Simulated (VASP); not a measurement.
# Al3BN2 (P6mm) in VASP: relaxation of cell and atoms with PBE

Aim: the relaxation of cell and atoms of Al3BN2 with PBE.

All numbers are computed with VASP 6.6.1; they aren't measurements. Logs are shortened: lines on timing, memory, paths and dates and some standing lists are left out, and cuts for length are marked.

## Step 1: The cell of the first run

The structure is hexagonal, space group P6mm (No. 183). Conventional cell: a = 4.922 Å, b = 4.922 Å, c = 3.635 Å, α = 90.00°, β = 90.00°, γ = 120.00°. Al (site symmetry 2mm) has 4 N at 2.30 to 2.31 Å and 4 Al at 2.46 Å and 2 B at 2.56 Å within 3.0 Å. Within 3.4 Å of B (site symmetry 6mm) lie 6 Al at 2.56 Å and 6 N at 3.05 Å. N (site symmetry 3m) has 6 Al at 2.30 to 2.31 Å and 3 N at 2.84 Å and 3 B at 3.05 Å within 3.1 Å.

The cell was generated, and may not be a known phase.

## Step 2: Relaxation of cell and atoms, PBE

INCAR reads:

```
SYSTEM = Al3BN2
PREC     = Accurate       ! precision mode
ENCUT    = 600            ! plane-wave cutoff, eV
EDIFF    = 1E-7           ! SCF threshold, eV
ISMEAR   = 0              ! smearing method
SIGMA    = 0.15           ! smearing width, eV
LREAL    = .False.        ! projectors in reciprocal space
LASPH    = .True.         ! aspherical terms in the spheres
NELM     = 120            ! most SCF steps
ALGO     = Normal         ! electronic algorithm
ISIF     = 3              ! what is computed and relaxed
LWAVE    = .False.        ! write WAVECAR
LCHARG   = .False.        ! write CHGCAR
GGA      = PE             ! functional
IBRION   = 2              ! ionic algorithm
NSW      = 36             ! ionic steps
EDIFFG   = -0.08          ! ionic threshold
GGA_COMPAT= .False.      
NELMIN   = 4
```

KPOINTS reads:

```
regular mesh
0
Gamma
  3 3 3
  0 0 0
```

POSCAR reads:

```
Al3BN2
1.0
    4.9217518800      0.0000000000      0.0000000000
   -2.4608759400      4.2623621600      0.0000000000
    0.0000000000      0.0000000000      3.6351154300
Al B N
3 1 2
Direct
    0.0000000000      0.5000000000      0.9950230700
    0.5000000000      0.0000000000      0.9950230700
    0.5000000000      0.5000000000      0.9950230700
    0.0000000000      0.0000000000      0.1926302600
    0.6666666700      0.3333333300      0.4961477200
    0.3333333300      0.6666666700      0.4961477200
```

Potentials or basis: VASP PAW PBE potentials, release 64 (Al, B, N).

The run is started by

```
$ cat potpaw_PBE.64/Al/POTCAR potpaw_PBE.64/B/POTCAR potpaw_PBE.64/N/POTCAR > POTCAR
$ mpirun -np 1 vasp_std > vasp.out
```

OUTCAR:

```text
SYSTEM = Al3BN2
   PREC = Accurate
   ENCUT = 600
   EDIFF = 1E-7
   ISMEAR = 0
   LREAL = .False.
   LASPH = .True.
   NELM = 120
   ISIF = 3
   GGA = PE
   IBRION = 2
   NSW = 36
   EDIFFG = -0.08
   NELMIN = 4

 ion  position               nearest neighbor table
   1  0.000  0.500  0.995-   5 2.30   6 2.30   5 2.31   6 2.31   3 2.46   3 2.46   2 2.46   2 2.46
                             4 2.56   4 2.56
   2  0.500  0.000  0.995-   5 2.30   6 2.30   5 2.31   6 2.31   1 2.46   3 2.46   3 2.46   1 2.46
                             4 2.56   4 2.56
   3  0.500  0.500  0.995-   5 2.30   6 2.30   5 2.31   6 2.31   1 2.46   1 2.46   2 2.46   2 2.46
                             4 2.56   4 2.56
   4  0.000  0.000  0.193-   2 2.56   2 2.56   3 2.56   1 2.56   1 2.56   3 2.56
   5  0.667  0.333  0.496-   1 2.30   2 2.30   3 2.30   1 2.31   2 2.31   3 2.31
   6  0.333  0.667  0.496-   1 2.30   2 2.30   3 2.30   1 2.31   2 2.31   3 2.31

  LATTYP: Found a hexagonal cell.
 ALAT       =     4.9217518800
 C/A-ratio  =     0.7385816105

  Lattice vectors:

 A1 = (   4.9217518800,   0.0000000000,   0.0000000000)
 A2 = (  -2.4608759400,   4.2623621600,   0.0000000000)
 A3 = (   0.0000000000,   0.0000000000,   3.6351154300)

Analysis of symmetry for initial positions (statically):
=====================================================================
 Subroutine PRICEL returns:
 Original cell was already a primitive cell.

 Routine SETGRP: Setting up the symmetry group for a
 hexagonal supercell.

 Subroutine GETGRP returns: Found 12 space group operations
 (whereof 12 operations were pure point group operations)
 out of a pool of 24 trial point group operations.

The static configuration has the point symmetry C_6v.

Analysis of symmetry for dynamics (positions and initial velocities):
=====================================================================
 Subroutine PRICEL returns:
 Original cell was already a primitive cell.

 Routine SETGRP: Setting up the symmetry group for a
 hexagonal supercell.

 Subroutine GETGRP returns: Found 12 space group operations
 (whereof 12 operations were pure point group operations)
 out of a pool of 24 trial point group operations.

The dynamic configuration has the point symmetry C_6v.

 Subroutine INISYM returns: Found 12 space group operations
 (whereof 12 operations are pure point group operations),
 and found     1 'primitive' translations

----------------------------------------------------------------------------------------

                                     Primitive cell

  volume of cell :      76.2585

  direct lattice vectors                    reciprocal lattice vectors
     4.921751880  0.000000000  0.000000000     0.203179686  0.117305846  0.000000000
    -2.460875940  4.262362160  0.000000000     0.000000000  0.234611692  0.000000000
     0.000000000  0.000000000  3.635115430     0.000000000  0.000000000  0.275094428

  length of vectors
     4.921751880  4.921751881  3.635115430     0.234611692  0.234611692  0.275094428

  position of ions in fractional coordinates (direct lattice)
     0.000000000  0.500000000  0.995023070
     0.500000000  0.000000000  0.995023070
     0.500000000  0.500000000  0.995023070
     0.000000000  0.000000000  0.192630260
     0.666666670  0.333333330  0.496147720
     0.333333330  0.666666670  0.496147720

  ion indices of the primitive-cell ions
   primitive index   ion index
                 1           1
                 2           2
                 3           3
                 4           4
                 5           5
                 6           6

----------------------------------------------------------------------------------------

 KPOINTS: regular mesh

Automatic generation of k-mesh.
 Grid dimensions read from file:
 generate k-points for:    3    3    3

 Generating k-lattice:

  Cartesian coordinates                     Fractional coordinates (reciprocal lattice)
     0.067726562  0.039101949  0.000000000     0.333333333  0.000000000  0.000000000
     0.000000000  0.078203897  0.000000000     0.000000000  0.333333333  0.000000000
     0.000000000  0.000000000  0.091698143     0.000000000  0.000000000  0.333333333

  Length of vectors
     0.078203897  0.078203897  0.091698143

  Shift w.r.t. Gamma in fractional coordinates (k-lattice)
     0.000000000  0.000000000  0.000000000

 Subroutine IBZKPT returns following result:
 ===========================================

 Found      6 irreducible k-points:

 Following reciprocal coordinates:
            Coordinates               Weight
  0.000000  0.000000  0.000000      1.000000
  0.333333 -0.000000  0.000000      6.000000
  0.333333  0.333333  0.000000      2.000000
  0.000000  0.000000  0.333333      2.000000
  0.333333 -0.000000  0.333333     12.000000
  0.333333  0.333333  0.333333      4.000000
   k-points           NKPTS =      6   k-points in BZ     NKDIM =      6   number of bands    NBANDS=     15
   number of dos      NEDOS =    301   number of ions     NIONS =      6
   total plane-waves  NPLWV =  48000
   dimension x,y,z NGX =    40 NGY =   40 NGZ =   30
   dimension x,y,z NGXF=    80 NGYF=   80 NGZF=   60
   ions per type =               3   1   2
   NGX,Y,Z   is equivalent  to a cutoff of  13.51, 13.51, 13.72 a.u.
   NGXF,Y,Z  is equivalent  to a cutoff of  27.02, 27.02, 27.44 a.u.
 SYSTEM =  Al3BN2
   PREC   = accura    normal or accurate (medium, high low for compatibility)
   ISTART =      0    job   : 0-new  1-cont  2-samecut
   ICHARG =      2    charge: 1-file 2-atom 10-const
   ISPIN  =      1    spin polarized calculation?
   LNONCOLLINEAR =      F non collinear calculations
   LSORBIT =      F    spin-orbit coupling
   LASPH  =      T    aspherical Exc in radial PAW
   ENCUT  =  600.0 eV  44.10 Ry    6.64 a.u.   9.83  9.83  7.26*2*pi/ulx,y,z
   NELM   =    120;   NELMIN=  4; NELMDL= -5     # of ELM steps
   EDIFF  = 0.1E-06   stopping-criterion for ELM
   LREAL  =      F    real-space projection
   EDIFFG = -.8E-01   stopping-criterion for IOM
   NSW    =     36    number of steps for IOM
   IBRION =      2    ionic relax: 0-MD 1-quasi-New 2-CG
   NFREE  =      1    steps in history (QN), initial steepest desc. (CG)
   ISIF   =      3    stress and relaxation
   ISYM   =      2    0-nonsym 1-usesym 2-fastsym
   POTIM  = 0.5000    time-step for ionic-motion
   TEBEG  =    0.0;   TEEND  =   0.0 temperature during run
   PSTRESS=    0.0 pullay stress
   NELECT =      22.0000    total number of electrons
   NUPDOWN=      -1.0000    fix difference up-down
   EMIN   =  10.00;   EMAX   =-10.00  energy-range for DOS
   EFERMI =   0.00;   METHOD = LEGACY
   ISMEAR =     0;   SIGMA  =   0.15  broadening in eV -4-tet -1-fermi 0-gaus
   EFERMI_NEDOS =   21; number of points for ismear=-14 and -15
   IALGO  =     38    algorithm
   IMIX   =      4    mixing-type and parameters
     AMIX     =   0.40;   BMIX     =  1.00
     AMIX_MAG =   1.60;   BMIX_MAG =  1.00
  volume/ion in A,a.u.               =      12.71        85.77
  Fermi-wavevector in a.u.,A,eV,Ry     =   1.081732  2.044177 15.920774  1.170144
  Thomas-Fermi vector in A             =   2.217756
   LORBIT       =      0    0 simple, 1 ext, 2 COOP (PROOUT), +10 PAW based schemes
   GGA     = PE    functional components
   LHFCALC =     F    Hartree Fock is set to
   AEXX    =    0.0000 exact exchange contribution
   IVDW    =     0    specifies the selected vdW correction
   LEPSILON=     F    determine dielectric tensor
   LRPA    =     F    only Hartree local field effects (RPA)
 conjugate gradient relaxation of ions
 non-spin polarized calculation
 Gauss-broadening in eV      SIGMA  =   0.15
  energy-cutoff  :      600.00
  volume of cell :       76.26
 maximum number of plane-waves:      2574
 NGX is ok and might be reduce to    40
   NGX = 19   NGY = 19   NGZ = 15

--------------------------------------- Ionic step        1  -------------------------------------------

 number of electron      21.9999999 magnetization

 Free energy of the ion-electron system (eV)
  ---------------------------------------------------
  ext. energy  EPLUGINS =         0.00000000
  ---------------------------------------------------
  free energy    TOTEN  =       -29.05037068 eV

  energy without entropy =      -29.00659682  energy(sigma->0) =      -29.02848375

------------------------ aborting loop because EDIFF is reached ----------------------------------------

  FORCE on cell =-STRESS in cart. coord.  units (eV):
  Direction    XX          YY          ZZ          XY          YZ          ZX
  --------------------------------------------------------------------------------------
  -------------------------------------------------------------------------------------
  Total        4.8487326      4.8487326    -24.5477124      0.0000000      0.0000000      0.0000000
  in kB      101.8709944    101.8709944   -515.7429969      0.0000000      0.0000000      0.0000000
  external PRESSURE =    -104.0003360 kB  Pullay stress =       0.0000000 kB
[... 265 lines left out ...]
  energy  without entropy=      -35.0655533023  energy(sigma->0) =      -35.07264529

--------------------------------------- Ionic step        8  -------------------------------------------

 number of electron      22.0000002 magnetization

 Free energy of the ion-electron system (eV)
  ---------------------------------------------------
  ext. energy  EPLUGINS =         0.00000000
  ---------------------------------------------------
  free energy    TOTEN  =       -35.11095586 eV

  energy without entropy =      -35.10039322  energy(sigma->0) =      -35.10567454

 E-fermi :   8.2803     XC(G=0): -11.1611

 val. band max:        8.1981977267   @ k =   0.0000   0.0000   0.0000
 cond. band min:       8.4105103426   @ k =   0.3333   0.3333   0.3333
 fundamental gap:      0.2123126159
 Fermi energy:         8.2803144488

 k-point     1 :       0.0000    0.0000    0.0000
  band No.  band energies     occupation
      1      -9.4562      2.00000
      2      -7.5776      2.00000
      3       0.6405      2.00000
      4       0.6405      2.00000
      5       1.3323      2.00000
      6       2.4626      2.00000
      7       2.4626      2.00000
      8       5.2263      2.00000
      9       5.6545      2.00000
     10       8.1982      1.56119
     11       8.1982      1.56119
     12      11.4311      0.00000
     13      14.1256      0.00000
     14      14.4471      0.00000
     15      14.5152      0.00000
[... 121 lines left out ...]
  FREE ENERGIE OF THE ION-ELECTRON SYSTEM (eV)
  ---------------------------------------------------
  free  energy   TOTEN  =       -35.1109558586 eV

  energy  without entropy=      -35.1003932155  energy(sigma->0) =      -35.10567454

 reached required accuracy - stopping structural energy minimisation
```

Wall time 88 s (1 thread of Intel Xeon Platinum 8259CL at 2.50GHz (Skylake/Cascade Lake), shared host); peak memory 0.21 GiB.

What came out:

- Free energy: -35.1110 eV
- Relaxed volume: 10.37 Å³/atom
- Relaxed cell: a = 5.119 Å, b = 5.119 Å, c = 2.743 Å, α = 90.00°, β = 90.00°, γ = 120.00°
- Space group after relaxing (to 0.1 Å): P6/mmm (No. 191)
- Energy gained by relaxing: 1010.1 meV/atom
- Ionic steps: 8
- Pressure after relaxing: -0.4 GPa
- Largest force after relaxing: 0.051 eV/Å
- Band gap on the k mesh: 0.21 eV (least direct gap 0.54 eV)

Forces on the atoms (eV/Å):
```
Al   0.000  0.000  0.002
Al   0.000  0.000  0.002
Al   0.000  0.000  0.002
B    0.000  0.000 -0.051
N    0.000  0.000  0.022
N    0.000  0.000  0.022
```

Step by step:
```csv
step,energy change (eV),largest force (eV/Å),pressure (GPa),volume (Å³)
1,0.0000,2.7891,-10.40,76.26
2,-5.1015,2.7004,-8.78,66.07
3,-5.5630,2.3462,-2.17,63.17
4,-5.5721,2.2448,-0.29,62.55
5,-5.8684,1.4417,1.26,61.82
6,-6.0282,0.1799,3.76,60.90
7,-6.0294,0.0735,-4.18,63.61
8,-6.0606,0.0511,-0.45,62.25
```

Final structure:
```yaml
crystal:
  lattice:
    - [5.11908, 0.00000, 0.00000]
    - [-2.55954, 4.43326, 0.00000]
    - [0.00000, 0.00000, 2.74290]
  atoms:
    - { symbol: Al, position: [0.00000, 0.50000, 0.02800] }
    - { symbol: Al, position: [0.50000, 0.00000, 0.02800] }
    - { symbol: Al, position: [0.50000, 0.50000, 0.02800] }
    - { symbol: B, position: [0.00000, 0.00000, 0.03045] }
    - { symbol: N, position: [0.66667, 0.33333, 0.52776] }
    - { symbol: N, position: [0.33333, 0.66667, 0.52776] }
```

Caveat: the k points lie up to 0.76 Å⁻¹ apart in the final cell; the volume moved by over 15 % at a fixed basis, so the end points are rough; semilocal functionals underestimate gaps, and a narrow one can read as zero; the relaxation stopped at a loose force limit of 0.08 eV/Å, so its end isn't a converged minimum.
